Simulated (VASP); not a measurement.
Crystal: LiCl.

```
Li Cl
1.0
     3.92538    0.00000    0.00000
    -1.96269    3.39948    0.00000
     0.00000    0.00000    6.28939
Li Cl
2 2
Direct
  0.66667 0.33333 0.87779
  0.33333 0.66667 0.37779
  0.66667 0.33333 0.49721
  0.33333 0.66667 0.99721
```

* Program: VASP 6.6.1
* Task: relaxation of cell and atoms
* Functional: PBEsol
* Potentials or basis: VASP PAW PBE potentials, release 64 (Li_sv, Cl)
* Cutoff: 600 eV
* k mesh: 9 × 9 × 4
* Occupations: gaussian, width 0.02 eV
* Spin: no spin polarisation

At the start: pressure -1.0 GPa; volume 20.98 Å³/atom.

Problem. How do energy, volume and symmetry change on relaxing?

Solution. Over 10 steps the energy falls by 2.7 meV/atom and the volume is 20.13 Å³/atom (-4.0 %); space group P6_3mc (No. 186, to 0.1 Å) before and after.

The path:
| step | energy change (eV) | largest force (eV/Å) | pressure (GPa) | volume (Å³) |
| --- | --- | --- | --- | --- |
| 1 | 0.0000 | 0.0030 | -0.98 | 83.93 |
| 2 | -0.0075 | 0.0047 | -0.56 | 82.38 |
| 3 | -0.0108 | 0.0070 | -0.05 | 80.67 |
| 4 | -0.0108 | 0.0073 | -0.02 | 80.51 |
| 5 | -0.0108 | 0.0075 | 0.05 | 80.36 |
| 6 | -0.0108 | 0.0074 | 0.03 | 80.44 |
| 7 | -0.0109 | 0.0069 | 0.01 | 80.49 |
| 8 | -0.0109 | 0.0052 | -0.04 | 80.65 |
| 9 | -0.0109 | 0.0049 | -0.03 | 80.62 |
| 10 | -0.0110 | 0.0034 | -0.01 | 80.53 |

Final structure:
```
CELL_PARAMETERS angstrom
3.87932 0.00000 0.00000
-1.93966 3.35959 0.00000
0.00000 0.00000 6.17921
ATOMIC_POSITIONS crystal
Li 0.66667 0.33333 0.87852
Li 0.33333 0.66667 0.37852
Cl 0.66667 0.33333 0.49648
Cl 0.33333 0.66667 0.99648
```

Caveat: the cutoff is under 1.25 times the usual one of these potentials, so pressure, stress and relaxed cells hold a basis-set (Pulay) error; the PAW data sets were made with another functional, which shifts forces and pressure a little.
